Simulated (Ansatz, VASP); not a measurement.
**Tl in VASP and in Ansatz**

```
Tl
1.0
    -1.98654    1.98654    1.98486
     1.98654   -1.98654    1.98486
     1.98654    1.98654   -1.98486
Tl
1
Direct
  0.00000 0.00000 0.00000
```

Alike in both runs: functional PBE; k mesh 14 × 14 × 14; occupations gaussian, width 0.1 eV; no spin polarisation.

Ansatz relaxed the structure, and its values are those at the end. VASP's run is a single point on that final structure, the one shown.

```csv
,VASP,Ansatz
version,VASP 6.6.1,Ansatz 0.2.0
potentials or method,"VASP PAW PBE potentials, release 64 (Tl_d), cutoff 520 eV","scalar-relativistic, plane waves, PAW"
valence electrons in the cell,13,13
```

Ansatz gave:

```
gap on the k mesh at the Fermi level (eV) : none
pressure (GPa)                            : 0.0
```

Q: What did VASP give for the same quantities?

A: gap on the k mesh at the Fermi level (eV): none; pressure (GPa): -0.1.

A gap of «none» marks a metal or a gap that the smearing closes. With one functional, cell and mesh, what is left measures potentials, basis and numerics.

Spin-orbit coupling is off throughout.
